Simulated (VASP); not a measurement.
A run of VASP 6.6.1 is set up as follows.

File INCAR:

```
SYSTEM = Ge
PREC = Accurate
ENCUT = 520
EDIFF = 1E-8
ISMEAR = -1
SIGMA = 0.1
LREAL = .FALSE.
LASPH = .TRUE.
NELM = 80
ALGO = Normal
ISIF = 2
LWAVE = .FALSE.
LCHARG = .FALSE.
GGA = PE
IBRION = 8
NSW = 1
```

File KPOINTS:

```
regular mesh
0
G
  7 7 7
  0 0 0
```

File POSCAR:

```
Ge
1.0
    0.0000000000      2.8374270000      2.8374270000
    2.8374270000      0.0000000000      2.8374270000
    2.8374270000      2.8374270000      0.0000000000
Ge
2
Direct
    0.5000000000      0.5000000000      0.5000000000
    0.7500000000      0.7500000000      0.7500000000
```

Potentials or basis: VASP PAW PBE potentials, release 64 (Ge_d).

Run with:

```console
$ cat potpaw_PBE.64/Ge_d/POTCAR > POTCAR
$ mpirun -np 1 vasp_std > vasp.out
```

(1) What does it give for the highest phonon frequency at Γ?

## Answers

(1) 283 cm⁻¹.

Caveat: the cell wasn't relaxed at this level first, which shifts response properties.
